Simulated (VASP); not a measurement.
# S: single point with PBEsol

Crystal: S.

```
S
1.0
     0.00000    1.95426    1.95426
     1.95426    0.00000    1.95426
     1.95426    1.95426    0.00000
S
1
Direct
  0.00000 0.00000 0.00000
```

This isn't the form of S at room conditions, which is orthorhombic, of S8 rings.

```yaml
Program: VASP 6.6.1
Task: single point
Functional: PBEsol
Potentials_or_basis: VASP PAW PBE potentials, release 64 (S)
Cutoff: 500 eV
k_mesh: 17 × 17 × 17
Occupations: fermi-dirac, width 0.08 eV
Spin: no spin polarisation
```

The pressure is 0.0 GPa. The band gap on the k mesh is zero (bands 3 and 4 overlap by 6.21 eV).

Levels at points of the mesh, in eV from the Fermi level:
```csv
k point,band 1,band 2,band 3,band 4,band 5,band 6
"(0.00, 0.00, 0.00)",-17.33,3.56,3.56,3.56,12.15,12.15
```

Run time: 5.2 s on 1 thread of Intel(R) Xeon(R) 6975P-C (Granite Rapids), with other jobs on the host, peak memory 0.13 GiB.

Caveat: the PAW data sets were made with another functional, which shifts forces and pressure a little.
